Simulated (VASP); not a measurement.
# Rh in VASP: single point with PBE

Aim: the single point of Rh with PBE.

Program: VASP 6.6.1. These are calculated values, not measurements. Logs are shortened: lines on timing, memory, paths and dates and some standing lists are left out, and cuts for length are marked.

## 1. The cell of the first run

The cell holds a slab with vacuum, 12 atoms: a = 5.417 Å, b = 5.417 Å, c = 21.674 Å, α = 90.00°, β = 90.00°, γ = 90.00°.

## 2. Single point, PBE

INCAR

```
PREC = Accurate
ENCUT = 400
EDIFF = 1E-6
ISMEAR = 0
SIGMA = 0.1
LREAL = F
LASPH = T
NELM = 120
ALGO = Normal
ISIF = 2
LWAVE = F
LCHARG = F
LDIPOL = T
IDIPOL = 3
DIPOL = 0.5 0.5 0.269
GGA = PE
NBANDS = 102
GGA_COMPAT = F
NELMDL = -8
```

KPOINTS

```
regular mesh
0
Gamma
  5 5 1
```

POSCAR

```
Rh
1.0
    5.4165863251      0.0000000000      0.0000000000
    0.0000000000      5.4165863251      0.0000000000
    0.0000000000      0.0000000000     21.6737394690
Rh
12
Direct
    0.2500000000      0.2500000000      0.1845551390
    0.2500000000      0.7500000000      0.1845551390
    0.7500000000      0.2500000000      0.1845551390
    0.7500000000      0.7500000000      0.1845551390
    0.0000000000      0.0000000000      0.2693764928
    0.0000000000      0.5000000000      0.2693764928
    0.5000000000      0.0000000000      0.2693764928
    0.5000000000      0.5000000000      0.2693764928
    0.2500000000      0.2500000000      0.3540570136
    0.2500000000      0.7500000000      0.3540570136
    0.7500000000      0.2500000000      0.3540570136
    0.7500000000      0.7500000000      0.3540570136
```

Potentials or basis: VASP PAW PBE potentials, release 64 (Rh_pv).

Run with:

```console
$ cat potpaw_PBE.64/Rh_pv/POTCAR > POTCAR
$ mpirun -np 1 vasp_std > vasp.out
```

OUTCAR:

```text
PREC = Accurate
   ENCUT = 400
   EDIFF = 1E-6
   ISMEAR = 0
   LREAL = F
   LASPH = T
   NELM = 120
   ISIF = 2
   GGA = PE
   NELMDL = -8

 ion  position               nearest neighbor table
   1  0.250  0.250  0.185-   5 2.65   6 2.65   7 2.65   8 2.65   2 2.71   3 2.71   2 2.71   3 2.71

   2  0.250  0.750  0.185-   5 2.65   6 2.65   7 2.65   8 2.65   1 2.71   4 2.71   1 2.71   4 2.71

   3  0.750  0.250  0.185-   5 2.65   6 2.65   7 2.65   8 2.65   1 2.71   4 2.71   4 2.71   1 2.71

   4  0.750  0.750  0.185-   5 2.65   6 2.65   7 2.65   8 2.65   2 2.71   3 2.71   3 2.71   2 2.71

   5  0.000  0.000  0.269-   9 2.65  10 2.65  11 2.65  12 2.65   1 2.65   2 2.65   3 2.65   4 2.65
                             6 2.71   7 2.71   6 2.71   7 2.71
   6  0.000  0.500  0.269-   9 2.65  10 2.65  11 2.65  12 2.65   1 2.65   2 2.65   3 2.65   4 2.65
                             5 2.71   8 2.71   5 2.71   8 2.71
   7  0.500  0.000  0.269-   9 2.65  10 2.65  11 2.65  12 2.65   1 2.65   2 2.65   3 2.65   4 2.65
                             5 2.71   8 2.71   8 2.71   5 2.71
   8  0.500  0.500  0.269-   9 2.65  10 2.65  11 2.65  12 2.65   1 2.65   2 2.65   3 2.65   4 2.65
                             6 2.71   7 2.71   7 2.71   6 2.71
   9  0.250  0.250  0.354-   5 2.65   6 2.65   7 2.65   8 2.65  10 2.71  11 2.71  10 2.71  11 2.71
[... 11 lines left out ...]
  Lattice vectors:

 A1 = (   5.4165863251,   0.0000000000,   0.0000000000)
 A2 = (   0.0000000000,   5.4165863251,   0.0000000000)
 A3 = (   0.0000000000,   0.0000000000,  21.6737394690)

Analysis of symmetry for initial positions (statically):
=====================================================================
 Subroutine PRICEL returns following result:

  LATTYP: Found a simple tetragonal cell.
 ALAT       =     2.7082931625
 C/A-ratio  =     8.0027301951

  Lattice vectors:

 A1 = (   2.7082931625,   0.0000000000,   0.0000000000)
 A2 = (   0.0000000000,   2.7082931625,   0.0000000000)
 A3 = (   0.0000000000,   0.0000000000,  21.6737394690)

   4 primitive cells build up your supercell.

 Routine SETGRP: Setting up the symmetry group for a
 simple tetragonal supercell.

 Subroutine GETGRP returns: Found  8 space group operations
 (whereof  8 operations were pure point group operations)
 out of a pool of 16 trial point group operations.

The static configuration has the point symmetry C_4v.

Analysis of symmetry for dynamics (positions and initial velocities):
=====================================================================
 Subroutine PRICEL returns following result:

  LATTYP: Found a simple tetragonal cell.
 ALAT       =     2.7082931625
 C/A-ratio  =     8.0027301951

  Lattice vectors:

 A1 = (   2.7082931625,   0.0000000000,   0.0000000000)
 A2 = (   0.0000000000,   2.7082931625,   0.0000000000)
 A3 = (   0.0000000000,   0.0000000000,  21.6737394690)

   4 primitive cells build up your supercell.

 Routine SETGRP: Setting up the symmetry group for a
 simple tetragonal supercell.

 Subroutine GETGRP returns: Found  8 space group operations
 (whereof  8 operations were pure point group operations)
 out of a pool of 16 trial point group operations.

The dynamic configuration has the point symmetry C_4v.

 Subroutine INISYM returns: Found  8 space group operations
 (whereof  8 operations are pure point group operations),
 and found     4 'primitive' translations

----------------------------------------------------------------------------------------

                                     Primitive cell

  volume of cell :     158.9737

  direct lattice vectors                    reciprocal lattice vectors
     2.708293163  0.000000000  0.000000000     0.369236246  0.000000000  0.000000000
     0.000000000  2.708293163  0.000000000     0.000000000  0.369236246  0.000000000
     0.000000000  0.000000000 21.673739469     0.000000000  0.000000000  0.046138785

  length of vectors
     2.708293163  2.708293163 21.673739469     0.369236246  0.369236246  0.046138785

  position of ions in fractional coordinates (direct lattice)
     0.500000000  0.500000000  0.184555139
     0.000000000  0.000000000  0.269376493
     0.500000000  0.500000000  0.354057014

  ion indices of the primitive-cell ions
   primitive index   ion index
                 1           1
                 2           5
                 3           9

----------------------------------------------------------------------------------------

 KPOINTS: regular mesh

Automatic generation of k-mesh.
 Grid dimensions read from file:
 generate k-points for:    5    5    1

 Generating k-lattice:

  Cartesian coordinates                     Fractional coordinates (reciprocal lattice)
     0.036923625  0.000000000  0.000000000     0.200000000  0.000000000  0.000000000
     0.000000000  0.036923625  0.000000000     0.000000000  0.200000000  0.000000000
     0.000000000  0.000000000  0.046138785     0.000000000  0.000000000  1.000000000

  Length of vectors
     0.036923625  0.036923625  0.046138785

  Shift w.r.t. Gamma in fractional coordinates (k-lattice)
     0.000000000  0.000000000  0.000000000

 Subroutine IBZKPT returns following result:
 ===========================================

 Found      6 irreducible k-points:

 Following reciprocal coordinates:
            Coordinates               Weight
  0.000000  0.000000  0.000000      1.000000
  0.200000  0.000000  0.000000      4.000000
  0.400000  0.000000  0.000000      4.000000
  0.200000  0.200000  0.000000      4.000000
  0.400000  0.200000  0.000000      8.000000
  0.400000  0.400000  0.000000      4.000000
   k-points           NKPTS =      6   k-points in BZ     NKDIM =      6   number of bands    NBANDS=    102
   number of dos      NEDOS =    301   number of ions     NIONS =     12
   total plane-waves  NPLWV = 186624
   dimension x,y,z NGX =    36 NGY =   36 NGZ =  144
   dimension x,y,z NGXF=    72 NGYF=   72 NGZF=  288
   ions per type =              12
   NGX,Y,Z   is equivalent  to a cutoff of  11.05, 11.05, 11.05 a.u.
   NGXF,Y,Z  is equivalent  to a cutoff of  22.10, 22.10, 22.09 a.u.
 SYSTEM =  unknown system
   PREC   = accura    normal or accurate (medium, high low for compatibility)
   ISTART =      0    job   : 0-new  1-cont  2-samecut
   ICHARG =      2    charge: 1-file 2-atom 10-const
   ISPIN  =      1    spin polarized calculation?
   LNONCOLLINEAR =      F non collinear calculations
   LSORBIT =      F    spin-orbit coupling
   LASPH  =      T    aspherical Exc in radial PAW
   ENCUT  =  400.0 eV  29.40 Ry    5.42 a.u.   8.83  8.83 35.34*2*pi/ulx,y,z
   NELM   =    120;   NELMIN=  2; NELMDL= -8     # of ELM steps
   EDIFF  = 0.1E-05   stopping-criterion for ELM
   LREAL  =      F    real-space projection
   EDIFFG = 0.1E-04   stopping-criterion for IOM
   NSW    =      0    number of steps for IOM
   IBRION =     -1    ionic relax: 0-MD 1-quasi-New 2-CG
   NFREE  =      0    steps in history (QN), initial steepest desc. (CG)
   ISIF   =      2    stress and relaxation
   ISYM   =      2    0-nonsym 1-usesym 2-fastsym
   POTIM  = 0.5000    time-step for ionic-motion
   TEBEG  =    0.0;   TEEND  =   0.0 temperature during run
   PSTRESS=    0.0 pullay stress
   NELECT =     180.0000    total number of electrons
   NUPDOWN=      -1.0000    fix difference up-down
   EMIN   =  10.00;   EMAX   =-10.00  energy-range for DOS
   EFERMI =   0.00;   METHOD = LEGACY
   ISMEAR =     0;   SIGMA  =   0.10  broadening in eV -4-tet -1-fermi 0-gaus
   EFERMI_NEDOS =   21; number of points for ismear=-14 and -15
   IALGO  =     38    algorithm
   IMIX   =      4    mixing-type and parameters
     AMIX     =   0.40;   BMIX     =  1.00
     AMIX_MAG =   1.60;   BMIX_MAG =  1.00
  volume/ion in A,a.u.               =      52.99       357.60
  Fermi-wavevector in a.u.,A,eV,Ry     =   1.074906  2.031278 15.720492  1.155424
  Thomas-Fermi vector in A             =   2.210748
   LORBIT       =      0    0 simple, 1 ext, 2 COOP (PROOUT), +10 PAW based schemes
   GGA     = PE    functional components
   LHFCALC =     F    Hartree Fock is set to
   AEXX    =    0.0000 exact exchange contribution
   IVDW    =     0    specifies the selected vdW correction
   LEPSILON=     F    determine dielectric tensor
   LRPA    =     F    only Hartree local field effects (RPA)
 non-spin polarized calculation
 Gauss-broadening in eV      SIGMA  =   0.10
  energy-cutoff  :      400.00
  volume of cell :      635.89
 maximum number of plane-waves:     11583
 NGX is ok and might be reduce to    36
   NGX = 17   NGY = 17   NGZ = 71

 dipolmoment           0.000000      0.000000     -0.024052 electrons x Angstroem

 number of electron     179.9999770 magnetization

 dipolmoment           0.000000      0.000000      0.000276 electrons x Angstroem

 Free energy of the ion-electron system (eV)
  ---------------------------------------------------
  ext. energy  EPLUGINS =         0.00000000
  ---------------------------------------------------
  free energy    TOTEN  =       -78.62735396 eV

  energy without entropy =      -78.52677551  energy(sigma->0) =      -78.57706473

 E-fermi :  -0.5504     XC(G=0):  -4.5733

 val. band max:       -0.5820484675   @ k =   0.2000   0.0000   0.0000
 cond. band min:      -0.5401615351   @ k =   0.4000   0.0000   0.0000
 fundamental gap:      0.0418869324
 Fermi energy:        -0.5504001320

 k-point     1 :       0.0000    0.0000    0.0000
  band No.  band energies     occupation
      1     -47.5759      2.00000
      2     -47.5759      2.00000
      3     -47.5230      2.00000
      4     -47.5230      2.00000
      5     -47.3950      2.00000
      6     -47.3821      2.00000
[... 619 lines left out ...]
    101       0.4358      0.00000
    102       1.2953      0.00000

------------------------ aborting loop because EDIFF is reached ----------------------------------------

 vacuum level on the upper side and lower side of the slab       (xc-potential included)        -0.235        -0.239

  FORCE on cell =-STRESS in cart. coord.  units (eV):
  Direction    XX          YY          ZZ          XY          YZ          ZX
  --------------------------------------------------------------------------------------
  -------------------------------------------------------------------------------------
  Total       -8.9591974     -8.9591974     -1.8012731      0.0000000     -0.0000000      0.0000000
  in kB      -22.5732713    -22.5732713     -4.5384229      0.0000000     -0.0000000      0.0000000
  external PRESSURE =     -16.5616552 kB  Pullay stress =       0.0000000 kB

 VOLUME and BASIS-vectors are now :
 -----------------------------------------------------------------------------
  energy-cutoff  :      400.00
  volume of cell :      635.89
      direct lattice vectors                 reciprocal lattice vectors
     5.416586325  0.000000000  0.000000000     0.184618123  0.000000000  0.000000000
     0.000000000  5.416586325  0.000000000     0.000000000  0.184618123  0.000000000
     0.000000000  0.000000000 21.673739469     0.000000000  0.000000000  0.046138785

 POSITION                                       TOTAL-FORCE (eV/Angst)
 -----------------------------------------------------------------------------------
      1.35415      1.35415      4.00000        -0.000000     -0.000000      0.032361
      1.35415      4.06244      4.00000        -0.000000      0.000000      0.032361
      4.06244      1.35415      4.00000        -0.000000     -0.000000      0.032361
      4.06244      4.06244      4.00000        -0.000000      0.000000      0.032361
      0.00000      0.00000      5.83840        -0.000000     -0.000000     -0.021739
      0.00000      2.70829      5.83840         0.000000      0.000000     -0.021739
      2.70829      0.00000      5.83840         0.000000      0.000000     -0.021739
      2.70829      2.70829      5.83840        -0.000000     -0.000000     -0.021739
      1.35415      1.35415      7.67374         0.000000      0.000000     -0.010622
      1.35415      4.06244      7.67374         0.000000     -0.000000     -0.010622
      4.06244      1.35415      7.67374         0.000000     -0.000000     -0.010622
      4.06244      4.06244      7.67374        -0.000000      0.000000     -0.010622
 -----------------------------------------------------------------------------------
    total drift:                                0.000000      0.000000      0.000631

  FREE ENERGIE OF THE ION-ELECTRON SYSTEM (eV)
  ---------------------------------------------------
  free  energy   TOTEN  =       -78.6273539588 eV

  energy  without entropy=      -78.5267755085  energy(sigma->0) =      -78.57706473

 vacuum level on the upper side and lower side of the slab         4.179         4.173
```

Run time: 15 min. Hardware: 1 thread of Oxide Virtual Turin-like, shared host; peak memory 0.48 GiB.

What came out:

| Quantity | Value |
| --- | --- |
| Free energy | -78.6274 eV |
| Largest force | 0.032 eV/Å |
| Band gap on the k mesh | zero (bands 90 and 91 overlap by 0.71 eV) |

Forces in eV/Å, atoms in the order of the input:
```
Rh   0.000  0.000  0.032
Rh   0.000  0.000  0.032
Rh   0.000  0.000  0.032
Rh   0.000  0.000  0.032
Rh   0.000  0.000 -0.022
Rh   0.000  0.000 -0.022
Rh   0.000  0.000 -0.022
Rh   0.000  0.000 -0.022
Rh   0.000  0.000 -0.011
Rh   0.000  0.000 -0.011
Rh   0.000  0.000 -0.011
Rh   0.000  0.000 -0.011
```

The gap in the log of VASP goes by the Fermi energy; the results here count the filled bands.